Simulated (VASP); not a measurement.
MgO, 4 atoms in the cell. The structure is hexagonal, space group P6_3/mmc (No. 194). The conventional cell has a = 3.279 Å, b = 3.279 Å, c = 3.960 Å, α = 90.00°, β = 90.00°, γ = 120.00°. Mg (site symmetry -6m2) has 5 O at 1.89 to 1.98 Å within 2.5 Å. Within 2.5 Å of O (site symmetry -6m2) lie 5 Mg at 1.89 to 1.98 Å. 

- Program: VASP 6.6.1
- Task: vibrations by perturbation theory
- Functional: PBEsol
- Potentials or basis: VASP PAW PBE potentials, release 64 (Mg, O)
- Cutoff: 520 eV
- k mesh: 12 × 12 × 6
- Occupations: gaussian, width 0.01 eV
- Spin: no spin polarisation
- Dipole correction: no
- Further INCAR settings: ALGO = Normal; EDIFF = 1e-08; IBRION = 8; NSW = 1

Potentials or basis: VASP PAW PBE potentials, release 64 (Mg, O).

Run with:

```sh
$ cat potpaw_PBE.64/Mg/POTCAR potpaw_PBE.64/O/POTCAR > POTCAR
$ mpirun -np 1 vasp_std > vasp.out
```

Hardware: 1 thread of Intel(R) Xeon(R) Platinum 8375C CPU @ 2.90GHz (Ice Lake), on a shared host.

Problem. Estimate the wall time of this run.

Solution. Wall time 8.8 min on 1 thread of Intel(R) Xeon(R) Platinum 8375C CPU @ 2.90GHz (Ice Lake), on a shared host, peak memory 0.48 GiB. Counts: scf iterations 135, k points 76.
